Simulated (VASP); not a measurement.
# Ge (Cmcm) in VASP: further runs

The runs below take Ge through single point, with PBEsol.

All numbers are computed with VASP 6.6.1; they aren't measurements. Logs are shortened: lines on timing, memory, paths and dates and some standing lists are left out, and cuts for length are marked.

## 1. The cell of the first run

It takes space group Cmcm (No. 63, orthorhombic). Conventional cell: a = 2.996 Å, b = 5.224 Å, c = 4.759 Å, α = 90.00°, β = 90.00°, γ = 90.00°. Ge (site symmetry m2m) has 12 Ge at 2.94 to 3.01 Å within 3.9 Å.

## 2. Single point, PBEsol

INCAR

```
SYSTEM = Ge
ALGO = Normal ; EDIFF = 1E-6
ENCUT = 520 ; GGA = PS
ISIF = 2 ; ISMEAR = 1
LASPH = .TRUE. ; LCHARG = .FALSE.
LREAL = .FALSE. ; LWAVE = .FALSE.
NBANDS = 21 ; NELM = 80
PREC = Accurate ; SIGMA = 0.1
```

KPOINTS

```
k-points
0
G
  11 11 6
  0 0 0
```

POSCAR

```
Ge
1.0
    1.4979079428     -2.6118738783      0.0000000000
    1.4979079428      2.6118738783      0.0000000000
    0.0000000000      0.0000000000      4.7589054952
Ge
2
Direct
    0.6665530000      0.3334470000      0.2500000000
    0.3334470000      0.6665530000      0.7500000000
```

Potentials or basis: VASP PAW PBE potentials, release 64 (Ge_d).

Command:

```sh
$ cat potpaw_PBE.64/Ge_d/POTCAR > POTCAR
$ mpirun -np 1 vasp_std > vasp.out
```

OUTCAR:

```text
SYSTEM = Ge
   EDIFF = 1E-6
   ENCUT = 520
   GGA = PS
   ISIF = 2
   ISMEAR = 1
   LASPH = .TRUE.
   LREAL = .FALSE.
   NELM = 80
   PREC = Accurate

 ion  position               nearest neighbor table
   1  0.667  0.333  0.250-
   2  0.333  0.667  0.750-

  LATTYP: Found a base centered orthorhombic cell.
 ALAT       =     2.9958158856
 B/A-ratio  =     1.7436811727
 C/A-ratio  =     1.5885173445

  Lattice vectors:

 A1 = (   1.4979079428,  -2.6118738783,   0.0000000000)
 A2 = (   1.4979079428,   2.6118738783,   0.0000000000)
 A3 = (   0.0000000000,   0.0000000000,   4.7589054952)

Analysis of symmetry for initial positions (statically):
=====================================================================
 Subroutine PRICEL returns:
 Original cell was already a primitive cell.

 Routine SETGRP: Setting up the symmetry group for a
 base centered orthorhombic supercell.

 Subroutine GETGRP returns: Found  8 space group operations
 (whereof  4 operations were pure point group operations)
 out of a pool of  8 trial point group operations.

The static configuration has the point symmetry C_2h.
 The point group associated with its full space group is D_2h.

Analysis of symmetry for dynamics (positions and initial velocities):
=====================================================================
 Subroutine PRICEL returns:
 Original cell was already a primitive cell.

 Routine SETGRP: Setting up the symmetry group for a
 base centered orthorhombic supercell.

 Subroutine GETGRP returns: Found  8 space group operations
 (whereof  4 operations were pure point group operations)
 out of a pool of  8 trial point group operations.

The dynamic configuration has the point symmetry C_2h.
 The point group associated with its full space group is D_2h.

 Subroutine INISYM returns: Found  8 space group operations
 (whereof  4 operations are pure point group operations),
 and found     1 'primitive' translations

----------------------------------------------------------------------------------------

                                     Primitive cell

  volume of cell :      37.2370

  direct lattice vectors                    reciprocal lattice vectors
     1.497907943 -2.611873878  0.000000000     0.333798884 -0.191433439  0.000000000
     1.497907943  2.611873878  0.000000000     0.333798884  0.191433439  0.000000000
     0.000000000  0.000000000  4.758905495     0.000000000  0.000000000  0.210132351

  length of vectors
     3.010915701  3.010915701  4.758905495     0.384796644  0.384796644  0.210132351

  position of ions in fractional coordinates (direct lattice)
     0.666553000  0.333447000  0.250000000
     0.333447000  0.666553000  0.750000000

  ion indices of the primitive-cell ions
   primitive index   ion index
                 1           1
                 2           2

----------------------------------------------------------------------------------------

 KPOINTS: k-points

Automatic generation of k-mesh.
 Grid dimensions read from file:
 generate k-points for:   11   11    6

 Generating k-lattice:

  Cartesian coordinates                     Fractional coordinates (reciprocal lattice)
     0.030345353 -0.017403040  0.000000000     0.090909091  0.000000000  0.000000000
     0.030345353  0.017403040  0.000000000     0.000000000  0.090909091  0.000000000
     0.000000000  0.000000000  0.035022059     0.000000000  0.000000000  0.166666667

  Length of vectors
     0.034981513  0.034981513  0.035022059

  Shift w.r.t. Gamma in fractional coordinates (k-lattice)
     0.000000000  0.000000000  0.000000000

 Subroutine IBZKPT returns following result:
 ===========================================

 Found    144 irreducible k-points:

 Following reciprocal coordinates:
            Coordinates               Weight
  0.000000  0.000000  0.000000      1.000000
  0.090909  0.000000  0.000000      4.000000
  0.181818  0.000000  0.000000      4.000000
  0.272727  0.000000  0.000000      4.000000
  0.363636 -0.000000  0.000000      4.000000
  0.454545 -0.000000  0.000000      4.000000
[... 16 lines left out ...]
 -0.272727  0.181818  0.000000      4.000000
 -0.181818  0.181818  0.000000      2.000000
 [... further k-points ...]
   k-points           NKPTS =    144   k-points in BZ     NKDIM =    144   number of bands    NBANDS=     21
   number of dos      NEDOS =    301   number of ions     NIONS =      2
   total plane-waves  NPLWV =  20736
   dimension x,y,z NGX =    24 NGY =   24 NGZ =   36
   dimension x,y,z NGXF=    48 NGYF=   48 NGZF=   72
   ions per type =               2
   NGX,Y,Z   is equivalent  to a cutoff of  13.25, 13.25, 12.58 a.u.
   NGXF,Y,Z  is equivalent  to a cutoff of  26.50, 26.50, 25.15 a.u.
 SYSTEM =  Ge
   PREC   = accura    normal or accurate (medium, high low for compatibility)
   ISTART =      0    job   : 0-new  1-cont  2-samecut
   ICHARG =      2    charge: 1-file 2-atom 10-const
   ISPIN  =      1    spin polarized calculation?
   LNONCOLLINEAR =      F non collinear calculations
   LSORBIT =      F    spin-orbit coupling
   LASPH  =      T    aspherical Exc in radial PAW
   ENCUT  =  520.0 eV  38.22 Ry    6.18 a.u.   5.60  5.60  8.85*2*pi/ulx,y,z
   NELM   =     80;   NELMIN=  2; NELMDL= -5     # of ELM steps
   EDIFF  = 0.1E-05   stopping-criterion for ELM
   LREAL  =      F    real-space projection
   EDIFFG = 0.1E-04   stopping-criterion for IOM
   NSW    =      0    number of steps for IOM
   IBRION =     -1    ionic relax: 0-MD 1-quasi-New 2-CG
   NFREE  =      0    steps in history (QN), initial steepest desc. (CG)
   ISIF   =      2    stress and relaxation
   ISYM   =      2    0-nonsym 1-usesym 2-fastsym
   POTIM  = 0.5000    time-step for ionic-motion
   TEBEG  =    0.0;   TEEND  =   0.0 temperature during run
   PSTRESS=    0.0 pullay stress
   NELECT =      28.0000    total number of electrons
   NUPDOWN=      -1.0000    fix difference up-down
   EMIN   =  10.00;   EMAX   =-10.00  energy-range for DOS
   EFERMI =   0.00;   METHOD = LEGACY
   ISMEAR =     1;   SIGMA  =   0.10  broadening in eV -4-tet -1-fermi 0-gaus
   EFERMI_NEDOS =   21; number of points for ismear=-14 and -15
   IALGO  =     38    algorithm
   IMIX   =      4    mixing-type and parameters
     AMIX     =   0.40;   BMIX     =  1.00
     AMIX_MAG =   1.60;   BMIX_MAG =  1.00
  volume/ion in A,a.u.               =      18.62       125.64
  Fermi-wavevector in a.u.,A,eV,Ry     =   1.488685  2.813206 30.152986  2.216182
  Thomas-Fermi vector in A             =   2.601688
   LORBIT       =      0    0 simple, 1 ext, 2 COOP (PROOUT), +10 PAW based schemes
   GGA     = PS    functional components
   LHFCALC =     F    Hartree Fock is set to
   AEXX    =    0.0000 exact exchange contribution
   IVDW    =     0    specifies the selected vdW correction
   LEPSILON=     F    determine dielectric tensor
   LRPA    =     F    only Hartree local field effects (RPA)
 non-spin polarized calculation
 Methfessel and Paxton  Order N= 1 SIGMA  =   0.10
  energy-cutoff  :      520.00
  volume of cell :       37.24
 maximum number of plane-waves:      1025
   NGX = 11   NGY = 11   NGZ = 17

 number of electron      28.0000011 magnetization

 Free energy of the ion-electron system (eV)
  ---------------------------------------------------
  ext. energy  EPLUGINS =         0.00000000
  ---------------------------------------------------
  free energy    TOTEN  =        -9.31642750 eV

  energy without entropy =       -9.31660803  energy(sigma->0) =       -9.31648767

 E-fermi :   6.7896     XC(G=0): -11.5049

 val. band max:        6.7812505976   @ k =  -0.3636   0.2727   0.3333
 cond. band min:       6.7919918129   @ k =  -0.2727   0.2727   0.5000
 fundamental gap:      0.0107412152
 Fermi energy:         6.7896178991

 k-point     1 :       0.0000    0.0000    0.0000
  band No.  band energies     occupation
      1     -17.8589      2.00000
      2     -17.8575      2.00000
      3     -17.8546      2.00000
      4     -17.8497      2.00000
      5     -17.8468      2.00000
      6     -17.8464      2.00000
[... 13 lines left out ...]
     20      19.5106      0.00000
     21      20.7134      0.00000

 k-point     2 :       0.0909    0.0000    0.0000
  band No.  band energies     occupation
      1     -17.8643      2.00000
      2     -17.8570      2.00000
      3     -17.8504      2.00000
      4     -17.8432      2.00000
      5     -17.8417      2.00000
      6     -17.8382      2.00000
[... 13 lines left out ...]
     20      19.4527      0.00000
     21      20.7981      0.00000

 k-point     3 :       0.1818    0.0000    0.0000
  band No.  band energies     occupation
      1     -17.8783      2.00000
      2     -17.8545      2.00000
      3     -17.8412      2.00000
      4     -17.8399      2.00000
      5     -17.8344      2.00000
      6     -17.8325      2.00000
[... 13 lines left out ...]
     20      19.7529      0.00000
     21      20.7387      0.00000

 k-point     4 :       0.2727    0.0000    0.0000
  band No.  band energies     occupation
      1     -17.8934      2.00000
      2     -17.8550      2.00000
      3     -17.8539      2.00000
      4     -17.8485      2.00000
      5     -17.8224      2.00000
      6     -17.8089      2.00000
[... 13 lines left out ...]
     20      18.7510      0.00000
     21      20.1730      0.00000

 k-point     5 :       0.3636   -0.0000    0.0000
  band No.  band energies     occupation
      1     -17.9061      2.00000
      2     -17.8668      2.00000
      3     -17.8577      2.00000
      4     -17.8558      2.00000
      5     -17.8102      2.00000
      6     -17.7985      2.00000
[... 13 lines left out ...]
     20      18.1504      0.00000
     21      19.6323      0.00000
[... 382 lines left out ...]
     20      18.2089      0.00000
     21      21.8958      0.00000

 k-point    22 :      -0.3636    0.1818    0.0000
  band No.  band energies     occupation
      1     -17.8715      2.00000
      2     -17.8684      2.00000
      3     -17.8647      2.00000
      4     -17.8458      2.00000
      5     -17.8228      2.00000
      6     -17.8096      2.00000
[... 13 lines left out ...]
     20      18.5595      0.00000
     21      19.4519      0.00000

 k-point    23 :      -0.2727    0.1818    0.0000
  band No.  band energies     occupation
      1     -17.8813      2.00000
      2     -17.8599      2.00000
      3     -17.8505      2.00000
      4     -17.8431      2.00000
      5     -17.8330      2.00000
      6     -17.8170      2.00000
[... 13 lines left out ...]
     20      18.0003      0.00000
     21      19.9686      0.00000

 k-point    24 :      -0.1818    0.1818    0.0000
  band No.  band energies     occupation
      1     -17.8805      2.00000
      2     -17.8556      2.00000
      3     -17.8415      2.00000
      4     -17.8390      2.00000
      5     -17.8357      2.00000
      6     -17.8308      2.00000
[... 13 lines left out ...]
     20      19.7372      0.00000
     21      20.8449      0.00000

 [... further k-points ...]
[... 5 lines left out ...]
  --------------------------------------------------------------------------------------
  -------------------------------------------------------------------------------------
  Total       -0.7974516     -0.6774250      0.7350945      0.0000000     -0.0000000      0.0000000
  in kB      -34.3115625    -29.1472379     31.6285554      0.0000000     -0.0000000      0.0000000
  external PRESSURE =     -10.6100817 kB  Pullay stress =       0.0000000 kB

 VOLUME and BASIS-vectors are now :
 -----------------------------------------------------------------------------
  energy-cutoff  :      520.00
  volume of cell :       37.24
      direct lattice vectors                 reciprocal lattice vectors
     1.497907943 -2.611873878  0.000000000     0.333798884 -0.191433439  0.000000000
     1.497907943  2.611873878  0.000000000     0.333798884  0.191433439  0.000000000
     0.000000000  0.000000000  4.758905495     0.000000000  0.000000000  0.210132351

 POSITION                                       TOTAL-FORCE (eV/Angst)
 -----------------------------------------------------------------------------------
      1.49791     -0.87003      1.18973         0.000000      0.008803     -0.000000
      1.49791      0.87003      3.56918         0.000000     -0.008803      0.000000
 -----------------------------------------------------------------------------------
    total drift:                               -0.000000     -0.000000     -0.000000

  FREE ENERGIE OF THE ION-ELECTRON SYSTEM (eV)
  ---------------------------------------------------
  free  energy   TOTEN  =        -9.3164274954 eV

  energy  without entropy=       -9.3166080312  energy(sigma->0) =       -9.31648767
```

It took 32 s on 1 thread of Intel Xeon 6975P-C (Granite Rapids), shared host; peak memory 0.21 GiB.

What came out:

```yaml
Free_energy: -9.3164 eV
Pressure: -1.1 GPa
Largest_force: 0.009 eV/Å
Band_gap_on_the_k_mesh: zero (band 14 reaches 13.32 eV, above the bottom of band 15 at 4.15 eV)
```

Forces on the atoms (eV/Å):
```
Ge   0.000  0.009  0.000
Ge   0.000 -0.009  0.000
```

Stress tensor (GPa, compression positive):
```
-3.43  0.00  0.00
 0.00 -2.91  0.00
 0.00  0.00  3.16
```

Levels at points of the mesh, in eV from the Fermi level:
| k point | band 12 | band 13 | band 14 | band 15 | band 16 | band 17 |
| --- | --- | --- | --- | --- | --- | --- |
| (0.00, 0.00, 0.00) | -7.53 | -5.50 | 6.39 | 6.50 | 8.43 | 8.55 |
| (0.00, 0.00, 0.50) | -11.64 | 1.75 | 1.75 | 7.50 | 7.50 | 7.61 |

Caveat: the PAW data sets were made with another functional, which shifts forces and pressure a little.

## 3. Single point, PBEsol

This run uses another cell than the first one, of 18.98 Å³/atom, 1.020 times its volume.

INCAR

```
SYSTEM = Ge
PREC = Accurate
ENCUT = 520
EDIFF = 1E-6
ISMEAR = 1
SIGMA = 0.1
LREAL = .False.
LASPH = .True.
NELM = 100
ALGO = Normal
ISIF = 2
LWAVE = .False.
LCHARG = .False.
GGA = PS
NBANDS = 21
```

KPOINTS

```
Automatic mesh
0
Gamma
  11 11 6
  0 0 0
```

POSCAR

```
Ge
1.0
    1.5076348903     -2.6288345735      0.0000000000
    1.5076348903      2.6288345735      0.0000000000
    0.0000000000      0.0000000000      4.7898083449
Ge
2
Direct
    0.6665530000      0.3334470000      0.2500000000
    0.3334470000      0.6665530000      0.7500000000
```

Potentials or basis: VASP PAW PBE potentials, release 64 (Ge_d).

Command:

```sh
$ cat potpaw_PBE.64/Ge_d/POTCAR > POTCAR
$ mpirun -np 1 vasp_std > vasp.out
```

Wall time 31 s (1 thread of Intel Xeon 6975P-C (Granite Rapids), shared host); peak memory 0.2 GiB.

The run converged. Its results:

| Item | Value |
| --- | --- |
| Free energy | -9.3090 eV |
| Pressure | -2.3 GPa |
| Largest force | 0.010 eV/Å |
| Band gap on the k mesh | zero (band 14 reaches 12.99 eV, above the bottom of band 15 at 4.01 eV) |

Forces on the atoms (eV/Å):
```
Ge   0.000  0.010  0.000
Ge   0.000 -0.010  0.000
```

Stress tensor (GPa, compression positive):
```
-4.71  0.00  0.00
 0.00 -4.06  0.00
 0.00  0.00  1.88
```

Levels at points of the mesh, in eV from the Fermi level:
| k point | band 12 | band 13 | band 14 | band 15 | band 16 | band 17 |
| --- | --- | --- | --- | --- | --- | --- |
| (0.00, 0.00, 0.00) | -7.50 | -5.38 | 6.27 | 6.38 | 8.28 | 8.39 |
| (0.00, 0.00, 0.50) | -11.49 | 1.71 | 1.71 | 7.36 | 7.36 | 7.47 |

Caveat: the PAW data sets were made with another functional, which shifts forces and pressure a little.

## 4. Single point, PBEsol

This run uses another cell than the first one, of 19.35 Å³/atom, 1.039 times its volume.

INCAR

```
SYSTEM = Ge
  ALGO = Normal
  EDIFF = 1E-7
  ENCUT = 520
  GGA = PS
  ISIF = 2
  ISMEAR = 1
  LASPH = .TRUE.
  LCHARG = .TRUE.
  LELF = .TRUE.
  LREAL = .FALSE.
  LVHAR = .TRUE.
  LWAVE = .FALSE.
  NBANDS = 21
  NELM = 60
  PREC = Accurate
  SIGMA = 0.1
```

KPOINTS

```
k-points
0
G
  11 11 6
  0 0 0
```

POSCAR

```
Ge
1.0
    1.5172379192     -2.6455791942      0.0000000000
    1.5172379192      2.6455791942      0.0000000000
    0.0000000000      0.0000000000      4.8203175008
Ge
2
Direct
    0.6665530000      0.3334470000      0.2500000000
    0.3334470000      0.6665530000      0.7500000000
```

Command:

```sh
$ cat potpaw_PBE.64/Ge_d/POTCAR > POTCAR
$ mpirun -np 1 vasp_std > vasp.out
```

Run time: 30 s. Hardware: 1 thread of Intel Xeon 6975P-C (Granite Rapids), shared host; peak memory 0.22 GiB.

Results (log left out):

```
Free energy            : -9.2963 eV
Pressure               : -3.4 GPa
Largest force          : 0.010 eV/Å
Band gap on the k mesh : zero (band 14 reaches 12.66 eV, above the bottom of band 15 at 3.88 eV)
```

Forces in eV/Å, atoms in the order of the input:
```
Ge   0.000  0.010  0.000
Ge   0.000 -0.010  0.000
```

Stress tensor (GPa, compression positive):
```
-5.82  0.00  0.00
 0.00 -5.10  0.00
 0.00  0.00  0.78
```

Levels at points of the mesh, in eV from the Fermi level:
```
           k point  band 12  band 13  band 14  band 15  band 16  band 17
(0.00, 0.00, 0.00)    -7.46    -5.26     6.16     6.27     8.13     8.24
(0.00, 0.00, 0.50)   -11.36     1.68     1.68     7.22     7.22     7.32
```

Caveat: the PAW data sets were made with another functional, which shifts forces and pressure a little.

## 5. The runs side by side

```tsv
cell	gap on the mesh (eV)	pressure (GPa)	largest force (eV/Å)
a = 3.011, b = 3.011, c = 4.759 Å, angles 90.0, 90.0, 120.3°, 2 atoms	none	-1.1	0.01
a = 3.030, b = 3.030, c = 4.790 Å, angles 90.0, 90.0, 120.3°, 2 atoms	none	-2.3	0.01
a = 3.050, b = 3.050, c = 4.820 Å, angles 90.0, 90.0, 120.3°, 2 atoms	none	-3.4	0.01
```

Alike in all rows: task single point; level PBEsol; potentials or basis VASP PAW PBE potentials, release 64 (Ge_d); no spin polarisation; k mesh 11 × 11 × 6; cutoff (eV) 520; smearing methfessel-paxton 0.1 eV.

Caveats: the PAW data sets were made with another functional, which shifts forces and pressure a little.

Total energies depend on the potentials used, so only differences within one code and one set of settings carry meaning.
